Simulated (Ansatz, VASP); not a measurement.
## Mg: VASP beside Ansatz

INCAR

```
  PREC = Accurate
  ENCUT = 600
  EDIFF = 1E-6
  ISMEAR = 0
  SIGMA = 0.1
  LREAL = F
  LASPH = T
  NELM = 80
  ALGO = Fast
  ISIF = 3
  LWAVE = F
  LCHARG = F
  GGA = PE
  IBRION = 2
  NSW = 90
  EDIFFG = -0.04
```

File KPOINTS:

```
Automatic mesh
0
Gamma
  6 6 6
```

Contents of POSCAR:

```
Mg
1.0
   -2.6412619500      2.6412619500      2.6412619500
    2.6412619500     -2.6412619500      2.6412619500
    2.6412619500      2.6412619500     -2.6412619500
Mg
3
Direct
    0.0000000000      0.5000000000      0.5000000000
    0.5000000000      0.0000000000      0.5000000000
    0.5000000000      0.5000000000      0.0000000000
```

Input for Ansatz:

```yaml
crystal:
  lattice:
    - [-2.64126195, 2.64126195, 2.64126195]
    - [2.64126195, -2.64126195, 2.64126195]
    - [2.64126195, 2.64126195, -2.64126195]
  atoms:
    - { symbol: Mg, position: [0.0, 0.5, 0.5] }
    - { symbol: Mg, position: [0.5, 0.0, 0.5] }
    - { symbol: Mg, position: [0.5, 0.5, 0.0] }
basis:
  ecutwfc: 420
kpoints:
  mp_grid: { grid: [6, 6, 6] }
hamiltonian:
  xc: pbe
scf:
  occupations: { method: gaussian, width: 0.1 }
  lower_state_search: "off"
output:
  forces: true
  stress: true
  eigenvalues: true
relax:
  adjacent_minimum: "off"
  f_tol: 0.04
  max_steps: 70
  cell: { stress_tol: 0.4 }
```

Alike in both runs: task relaxation of cell and atoms; functional PBE; k mesh 6 × 6 × 6; occupations gaussian, width 0.1 eV; no spin polarisation.

```csv
,VASP,Ansatz
version,VASP 6.6.1,Ansatz 0.2.0
potentials or method,"VASP PAW PBE potentials, release 64 (Mg), cutoff 600 eV","scalar-relativistic, plane waves, PAW"
valence electrons in the cell,6,30
```

|  | VASP | Ansatz | Ansatz less VASP |
| --- | --- | --- | --- |
| gap on the k mesh at the Fermi level, each at its own relaxed structure (eV) | none | none | - |
| relaxed volume (Å³/atom) | 32.03 | 31.55 | -0.479 |
| relaxed cell length with the largest relative difference (Å) | 4.998 | 4.973 | -0.0250 |

A gap of «none» marks a metal or a gap that the smearing closes. VASP's potentials hold 6 valence electrons a cell and Ansatz's 30, so a difference there can come from the potentials and not from the codes.

Noted on VASP's run: the volume moved by over 15 % at a fixed basis, so the end points are rough.
